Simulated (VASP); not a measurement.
# HfN (F222) in VASP: single point with LDA

Aim: the single point of HfN with LDA.

Everything below comes from runs of VASP 6.6.1. Logs are shortened: lines on timing, memory, paths and dates and some standing lists are left out, and cuts for length are marked.

## Step 1: The cell of the first run

The structure is orthorhombic, space group F222 (No. 22). Conventional cell: a = 4.848 Å, b = 4.910 Å, c = 4.971 Å, α = 90.00°, β = 90.00°, γ = 90.00°. Within 2.8 Å of Hf (site symmetry 222) lie 4 N at 2.13 Å. Within 2.8 Å of N (site symmetry 222) lie 4 Hf at 2.13 Å.

## Step 2: Single point, LDA (strain +0.0125 x Voigt [1, -1, 0, 0, 0, 0])

INCAR

```
SYSTEM = HfN
  PREC = Accurate
  ENCUT = 520
  EDIFF = 1E-6
  ISMEAR = 0
  SIGMA = 0.15
  LREAL = .FALSE.
  LASPH = .TRUE.
  NELM = 60
  ALGO = Normal
  ISIF = 2
  LWAVE = .FALSE.
  LCHARG = .FALSE.
  NBANDS = 14
```

KPOINTS

```
regular mesh
0
G
  16 16 16
  0 0 0
```

POSCAR

```
HfN
1.0
    0.0000000000      2.4241367250      2.4548220000
    2.4855072750      0.0000000000      2.4548220000
    2.4855072750      2.4241367250      0.0000000000
Hf N
1 1
Direct
    0.0000000000      0.0000000000      0.0000000000
    0.7500000000      0.7500000000      0.7500000000
```

Potentials or basis: VASP PAW LDA potentials, release 64 (Hf_pv, N).

Started as:

```
$ cat potpaw_LDA.64/Hf_pv/POTCAR potpaw_LDA.64/N/POTCAR > POTCAR
$ mpirun -np 1 vasp_std > vasp.out
```

OUTCAR:

```text
SYSTEM = HfN
   PREC = Accurate
   ENCUT = 520
   EDIFF = 1E-6
   ISMEAR = 0
   LREAL = .FALSE.
   LASPH = .TRUE.
   NELM = 60
   ISIF = 2

 ion  position               nearest neighbor table
   1  0.000  0.000  0.000-   2 2.13   2 2.13   2 2.13   2 2.13
   2  0.750  0.750  0.750-   1 2.13   1 2.13   1 2.13   1 2.13

  LATTYP: Found a face centered orthorhombic cell.
 ALAT       =     4.8482734500
 B/A-ratio  =     1.0126582278
 C/A-ratio  =     1.0253164557

  Lattice vectors:

 A1 = (  -2.4855072750,   0.0000000000,  -2.4548220000)
 A2 = (  -2.4855072750,   2.4241367250,   0.0000000000)
 A3 = (   0.0000000000,   2.4241367250,  -2.4548220000)

Analysis of symmetry for initial positions (statically):
=====================================================================
 Subroutine PRICEL returns:
 Original cell was already a primitive cell.

 Routine SETGRP: Setting up the symmetry group for a
 face centered orthorhombic supercell.

 Subroutine GETGRP returns: Found  4 space group operations
 (whereof  4 operations were pure point group operations)
 out of a pool of  8 trial point group operations.

The static configuration has the point symmetry D_2 .

Analysis of symmetry for dynamics (positions and initial velocities):
=====================================================================
 Subroutine PRICEL returns:
 Original cell was already a primitive cell.

 Routine SETGRP: Setting up the symmetry group for a
 face centered orthorhombic supercell.

 Subroutine GETGRP returns: Found  4 space group operations
 (whereof  4 operations were pure point group operations)
 out of a pool of  8 trial point group operations.

The dynamic configuration has the point symmetry D_2 .

 Subroutine INISYM returns: Found  4 space group operations
 (whereof  4 operations are pure point group operations),
 and found     1 'primitive' translations

----------------------------------------------------------------------------------------

                                     Primitive cell

  volume of cell :      29.5816

  direct lattice vectors                    reciprocal lattice vectors
     0.000000000  2.424136725  2.454822000    -0.201166178  0.206258993  0.203680756
     2.485507275  0.000000000  2.454822000     0.201166178 -0.206258993  0.203680756
     2.485507275  2.424136725  0.000000000     0.201166178  0.206258993 -0.203680756

  length of vectors
     3.450013031  3.493407715  3.471913777     0.352840550  0.352840550  0.352840550

  position of ions in fractional coordinates (direct lattice)
     0.000000000  0.000000000  0.000000000
     0.750000000  0.750000000  0.750000000

  ion indices of the primitive-cell ions
   primitive index   ion index
                 1           1
                 2           2

----------------------------------------------------------------------------------------

 KPOINTS: regular mesh

Automatic generation of k-mesh.
 Grid dimensions read from file:
 generate k-points for:   16   16   16

 Generating k-lattice:

  Cartesian coordinates                     Fractional coordinates (reciprocal lattice)
    -0.012572886  0.012891187  0.012730047     0.062500000  0.000000000 -0.000000000
     0.012572886 -0.012891187  0.012730047     0.000000000  0.062500000  0.000000000
     0.012572886  0.012891187 -0.012730047    -0.000000000  0.000000000  0.062500000

  Length of vectors
     0.022052534  0.022052534  0.022052534

  Shift w.r.t. Gamma in fractional coordinates (k-lattice)
     0.000000000  0.000000000  0.000000000

 Subroutine IBZKPT returns following result:
 ===========================================

 Found    621 irreducible k-points:

 Following reciprocal coordinates:
            Coordinates               Weight
  0.000000  0.000000  0.000000      1.000000
  0.062500  0.000000  0.000000      8.000000
  0.125000  0.000000  0.000000      8.000000
  0.187500 -0.000000  0.000000      8.000000
  0.250000  0.000000  0.000000      8.000000
  0.312500 -0.000000 -0.000000      8.000000
[... 16 lines left out ...]
 -0.125000  0.062500 -0.000000      8.000000
 -0.062500  0.062500 -0.000000      4.000000
 [... further k-points ...]
   k-points           NKPTS =    621   k-points in BZ     NKDIM =    621   number of bands    NBANDS=     14
   number of dos      NEDOS =    301   number of ions     NIONS =      2
   total plane-waves  NPLWV =  21952
   dimension x,y,z NGX =    28 NGY =   28 NGZ =   28
   dimension x,y,z NGXF=    56 NGYF=   56 NGZF=   56
   ions per type =               1   1
   NGX,Y,Z   is equivalent  to a cutoff of  13.49, 13.32, 13.41 a.u.
   NGXF,Y,Z  is equivalent  to a cutoff of  26.98, 26.65, 26.81 a.u.
 SYSTEM =  HfN
   PREC   = accura    normal or accurate (medium, high low for compatibility)
   ISTART =      0    job   : 0-new  1-cont  2-samecut
   ICHARG =      2    charge: 1-file 2-atom 10-const
   ISPIN  =      1    spin polarized calculation?
   LNONCOLLINEAR =      F non collinear calculations
   LSORBIT =      F    spin-orbit coupling
   LASPH  =      T    aspherical Exc in radial PAW
   ENCUT  =  520.0 eV  38.22 Ry    6.18 a.u.   6.41  6.50  6.46*2*pi/ulx,y,z
   NELM   =     60;   NELMIN=  2; NELMDL= -5     # of ELM steps
   EDIFF  = 0.1E-05   stopping-criterion for ELM
   LREAL  =      F    real-space projection
[... 7 lines left out ...]
   TEBEG  =    0.0;   TEEND  =   0.0 temperature during run
   PSTRESS=    0.0 pullay stress
   NELECT =      15.0000    total number of electrons
   NUPDOWN=      -1.0000    fix difference up-down
   EMIN   =  10.00;   EMAX   =-10.00  energy-range for DOS
   EFERMI =   0.00;   METHOD = LEGACY
   ISMEAR =     0;   SIGMA  =   0.15  broadening in eV -4-tet -1-fermi 0-gaus
   EFERMI_NEDOS =   21; number of points for ismear=-14 and -15
   IALGO  =     38    algorithm
   IMIX   =      4    mixing-type and parameters
     AMIX     =   0.40;   BMIX     =  1.00
     AMIX_MAG =   1.60;   BMIX_MAG =  1.00
  volume/ion in A,a.u.               =      14.79        99.81
  Fermi-wavevector in a.u.,A,eV,Ry     =   1.305463  2.466967 23.187503  1.704233
  Thomas-Fermi vector in A             =   2.436330
   LORBIT       =      0    0 simple, 1 ext, 2 COOP (PROOUT), +10 PAW based schemes
   GGA     = CA    functional components
   LHFCALC =     F    Hartree Fock is set to
   AEXX    =    0.0000 exact exchange contribution
   IVDW    =     0    specifies the selected vdW correction
   LEPSILON=     F    determine dielectric tensor
   LRPA    =     F    only Hartree local field effects (RPA)
 non-spin polarized calculation
 Gauss-broadening in eV      SIGMA  =   0.15
  energy-cutoff  :      520.00
  volume of cell :       29.58
 maximum number of plane-waves:       819
 NGX is ok and might be reduce to    28
   NGX = 13   NGY = 13   NGZ = 13

 number of electron      15.0000001 magnetization

 Free energy of the ion-electron system (eV)
  ---------------------------------------------------
  ext. energy  EPLUGINS =         0.00000000
  ---------------------------------------------------
  free energy    TOTEN  =       -23.01516793 eV

  energy without entropy =      -23.00787386  energy(sigma->0) =      -23.01152090

 E-fermi :   5.5760     XC(G=0): -11.5076

 val. band max:        5.5599569619   @ k =  -0.3750   0.2500   0.1250
 cond. band min:       5.6154675783   @ k =   0.3125   0.1875  -0.0000
 fundamental gap:      0.0555106164
 Fermi energy:         5.5760284031

 k-point     1 :       0.0000    0.0000    0.0000
  band No.  band energies     occupation
      1     -25.3657      2.00000
      2     -25.3639      2.00000
      3     -25.3631      2.00000
      4     -10.3434      2.00000
      5       0.0889      2.00000
      6       0.1243      2.00000
      7       0.1570      2.00000
      8       4.9477      2.00000
      9       7.5552      0.00000
     10       7.8260      0.00000
     11      11.9102      0.00000
     12      12.1116      0.00000
     13      12.3093      0.00000
     14      16.9642      0.00000

 k-point     2 :       0.0625    0.0000    0.0000
  band No.  band energies     occupation
      1     -25.3837      2.00000
      2     -25.3672      2.00000
      3     -25.3661      2.00000
      4     -10.2950      2.00000
      5       0.0265      2.00000
      6       0.1354      2.00000
      7       0.1755      2.00000
      8       5.1634      1.99990
      9       7.4926      0.00000
     10       7.7524      0.00000
     11      11.9101      0.00000
     12      12.1510      0.00000
     13      12.3563      0.00000
     14      16.9628      0.00000

 k-point     3 :       0.1250    0.0000    0.0000
  band No.  band energies     occupation
      1     -25.4380      2.00000
      2     -25.3739      2.00000
      3     -25.3735      2.00000
      4     -10.1593      2.00000
      5      -0.1752      2.00000
      6       0.2111      2.00000
      7       0.2574      2.00000
      8       5.7248      0.16072
      9       7.3545      0.00000
     10       7.5846      0.00000
     11      11.7064      0.00000
     12      12.3312      0.00000
     13      12.5248      0.00000
     14      16.7655      0.00000
[... 324 lines left out ...]
 k-point    23 :      -0.1250    0.0625   -0.0000
  band No.  band energies     occupation
      1     -25.4709      2.00000
      2     -25.3901      2.00000
      3     -25.3741      2.00000
      4     -10.0610      2.00000
      5      -0.3054      2.00000
      6       0.2651      2.00000
      7       0.3368      2.00000
      8       6.0994      0.00000
      9       7.1297      0.00000
     10       7.6319      0.00000
     11      11.6354      0.00000
     12      12.2798      0.00000
     13      12.6839      0.00000
     14      16.2941      0.00000

 k-point    24 :      -0.0625    0.0625   -0.0000
  band No.  band energies     occupation
      1     -25.4111      2.00000
      2     -25.3767      2.00000
      3     -25.3680      2.00000
      4     -10.2175      2.00000
      5      -0.1086      2.00000
      6       0.1846      2.00000
      7       0.2289      2.00000
      8       5.4922      1.57051
      9       7.3413      0.00000
     10       7.7113      0.00000
     11      11.8778      0.00000
     12      12.1681      0.00000
     13      12.4768      0.00000
     14      16.9574      0.00000

 [... further k-points ...]

------------------------ aborting loop because EDIFF is reached ----------------------------------------

  FORCE on cell =-STRESS in cart. coord.  units (eV):
  Direction    XX          YY          ZZ          XY          YZ          ZX
  --------------------------------------------------------------------------------------
  -------------------------------------------------------------------------------------
  Total       -2.2043131     -1.4841094     -1.8254428      0.0000000      0.0000000      0.0000000
  in kB     -119.3882871    -80.3811725    -98.8682047      0.0000000      0.0000000      0.0000000
  external PRESSURE =     -99.5458881 kB  Pullay stress =       0.0000000 kB

 VOLUME and BASIS-vectors are now :
 -----------------------------------------------------------------------------
  energy-cutoff  :      520.00
  volume of cell :       29.58
      direct lattice vectors                 reciprocal lattice vectors
     0.000000000  2.424136725  2.454822000    -0.201166178  0.206258993  0.203680756
     2.485507275  0.000000000  2.454822000     0.201166178 -0.206258993  0.203680756
     2.485507275  2.424136725  0.000000000     0.201166178  0.206258993 -0.203680756

 POSITION                                       TOTAL-FORCE (eV/Angst)
 -----------------------------------------------------------------------------------
      0.00000      0.00000      0.00000        -0.000000      0.000000      0.000000
      3.72826      3.63621      3.68223         0.000000     -0.000000     -0.000000
 -----------------------------------------------------------------------------------
    total drift:                                0.000000      0.000000      0.000000

  FREE ENERGIE OF THE ION-ELECTRON SYSTEM (eV)
  ---------------------------------------------------
  free  energy   TOTEN  =       -23.0151679290 eV

  energy  without entropy=      -23.0078738642  energy(sigma->0) =      -23.01152090
```

Run time: 5.8 min. Hardware: 1 thread of Intel Xeon 8259CL, shared host; peak memory 0.37 GiB.

Results:

```yaml
Free_energy: -23.0152 eV
Pressure: -10.0 GPa
Band_gap_on_the_k_mesh: zero (an odd number of electrons rules out a gap without spin polarisation)
```

Caveat: the cell differs from its parent crystal (strain +0.0125 x Voigt [1, -1, 0, 0, 0, 0]); the cell stands under tension; spin-orbit coupling is left out, which moves the levels of the heavy elements.
